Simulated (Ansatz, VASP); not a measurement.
**Two plane-wave programs on SnO**

The input INCAR:

```
PREC = Accurate
ENCUT = 520
EDIFF = 1E-7
ISMEAR = 0
SIGMA = 0.15
LREAL = F
LASPH = T
NELM = 60
ALGO = Normal
ISIF = 2
LWAVE = F
LCHARG = T
GGA = PE
IVDW = 12
LELF = T
LVHAR = T
NBANDS = 50
```

Contents of KPOINTS:

```
regular mesh
0
Gamma
  12 12 5
```

File POSCAR:

```
SnO
1.0
   -3.8370962910      0.0000000000      0.0000000000
    0.0000000000     -3.8370962910      0.0000000000
   -0.7674192582      0.0000000000      9.5242595951
Sn O
4 4
Direct
    0.8635157853      0.5000000000      0.6824210734
    0.9635157853      0.5000000000      0.1824210734
    0.3121642147      1.0000000000      0.9391789266
    0.4121642147      1.0000000000      0.4391789266
   -0.1121600000      0.0000000000      0.5608000000
   -0.0121600000      0.0000000000      0.0608000000
    0.3878400000      0.5000000000      0.5608000000
    0.4878400000      0.5000000000      0.0608000000
```

Input for Ansatz:

```yaml
crystal:
  lattice:
    - [-3.837096291, 0.0, 0.0]
    - [0.0, -3.837096291, 0.0]
    - [-0.7674192582, 0.0, 9.5242595951]
  atoms:
    - { symbol: Sn, position: [0.8635157853, 0.5, 0.6824210734] }
    - { symbol: Sn, position: [0.9635157853, 0.5, 0.1824210734] }
    - { symbol: Sn, position: [0.3121642147, 1.0, 0.9391789266] }
    - { symbol: Sn, position: [0.4121642147, 1.0, 0.4391789266] }
    - { symbol: O, position: [-0.11216, 0.0, 0.5608] }
    - { symbol: O, position: [-0.01216, 0.0, 0.0608] }
    - { symbol: O, position: [0.38784, 0.5, 0.5608] }
    - { symbol: O, position: [0.48784, 0.5, 0.0608] }
basis:
  ecutwfc: 420
kpoints:
  mp_grid: { grid: [12, 12, 5] }
hamiltonian:
  xc: pbe
  dispersion: d3bj
scf:
  occupations: { method: gaussian, width: 0.15 }
output:
  forces: true
  stress: true
  eigenvalues: true
```

Alike in both runs: task single point; functional PBE; dispersion D3(BJ); k mesh 12 × 12 × 5; occupations gaussian, width 0.15 eV; no spin polarisation.

```csv
,VASP,Ansatz
version,VASP 6.6.1,Ansatz 0.2.0
potentials or method,"VASP PAW PBE potentials, release 64 (Sn_d, O), cutoff 520 eV","scalar-relativistic, plane waves, PAW"
valence electrons in the cell,80,80
```

```tsv
	VASP	Ansatz	Ansatz less VASP
gap on the k mesh at the Fermi level (eV)	none	none	-
pressure (GPa)	10.5	11.0	+0.59
traceless stress, the component that is largest in VASP (GPa)	17.59	18.64	+1.049
rms of the force components (eV/Å)	4.606	4.935	+0.3297
```

Atom by atom the forces differ by 0.332 eV/Å (rms over components). A gap of «none» marks a metal or a gap that the smearing closes.
